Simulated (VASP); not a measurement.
Crystal: Fe.

```
Fe
1.0
     2.86600    0.00000    0.00000
     0.00000    2.86600    0.00000
     0.00000    0.00000    2.86600
Fe
2
Direct
  0.00000 0.00000 0.00000
  0.50000 0.50000 0.50000
```

| Quantity | Value |
| --- | --- |
| Program | VASP 6.6.1 |
| Task | relaxation of volume and atoms at fixed shape |
| Functional | LDA |
| Potentials or basis | VASP PAW LDA potentials, release 64 (Fe) |
| Cutoff | 600 eV |
| k mesh | 18 × 18 × 18 |
| Occupations | methfessel-paxton, width 0.1 eV |
| Spin | collinear spin, ferromagnetic start |
| Starting moments | [2.4, 2.4] μB |

At the start: pressure -23.5 GPa; volume 11.77 Å³/atom.

Problem. Where does the relaxation end?

Solution. Over 7 steps the energy falls by 116.7 meV/atom and the volume is 10.36 Å³/atom (-12.0 %); space group Im-3m (No. 229, to 0.05 Å); moment 3.91 μB per cell.

Step by step:
| step | energy change (eV) | largest force (eV/Å) | pressure (GPa) | volume (Å³) |
| --- | --- | --- | --- | --- |
| 1 | 0.0000 | 0.0000 | -23.51 | 23.54 |
| 2 | 0.0931 | 0.0000 | 46.16 | 18.13 |
| 3 | -0.2332 | 0.0000 | -0.80 | 20.79 |
| 4 | -0.2333 | 0.0000 | -0.21 | 20.74 |
| 5 | -0.2333 | 0.0000 | 0.43 | 20.68 |
| 6 | -0.2333 | 0.0000 | -0.41 | 20.76 |
| 7 | -0.2333 | 0.0000 | -0.02 | 20.72 |

Final structure:
```yaml
crystal:
  lattice:
    - [2.74673, 0.00000, 0.00000]
    - [0.00000, 2.74673, 0.00000]
    - [0.00000, 0.00000, 2.74673]
  atoms:
    - { symbol: Fe, position: [0.00000, 0.00000, 0.00000] }
    - { symbol: Fe, position: [0.50000, 0.50000, 0.50000] }
```
